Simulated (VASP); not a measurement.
Runs of VASP 6.6.1 on Be2N. The structure is that of space group R-3m (No. 166), or close to it. The cells are those of the table. 

```csv
task,cell,k mesh,cutoff (eV),gap on the mesh (eV),pressure (GPa),relaxed volume (Å³/atom),largest force (eV/Å)
relaxation of cell and atoms,"relaxed from a = 2.998 Å, angles 86.3°, 3 atoms",6 × 6 × 6,600,none,-0.2,(b),0.01
single point,"a = 2.998 Å, angles 86.3°, 3 atoms",6 × 6 × 6,600,none,3.6,-,1.78
relaxation of cell and atoms,"relaxed from a = 2.947 Å, angles 71.1°, 3 atoms",18 × 18 × 18,600,none,0.0,7.45,-
single point,"a = 2.956 Å, angles 71.0°, 3 atoms",18 × 18 × 18,520,none,(a),-,0.02
single point,"a = 2.947 Å, angles 71.1°, 3 atoms",6 × 6 × 6,520,none,0.3,-,0.02
```

Alike in all rows: level PBE; potentials or basis VASP PAW PBE potentials, release 64 (Be, N); no spin polarisation; smearing gaussian 0.1 eV.

Question: Estimate the missing entries.

Answer: (a) 0.2; (b) 7.42.

Caveats: some runs use coarse meshes; the volume moved by over 15 % at a fixed basis, so the end points are rough (some runs); forces of over 1 eV/Å act on the atoms, so gaps and moduli don't describe the material at rest (some runs).

A gap of «none» marks levels without a gap at the run's occupations.
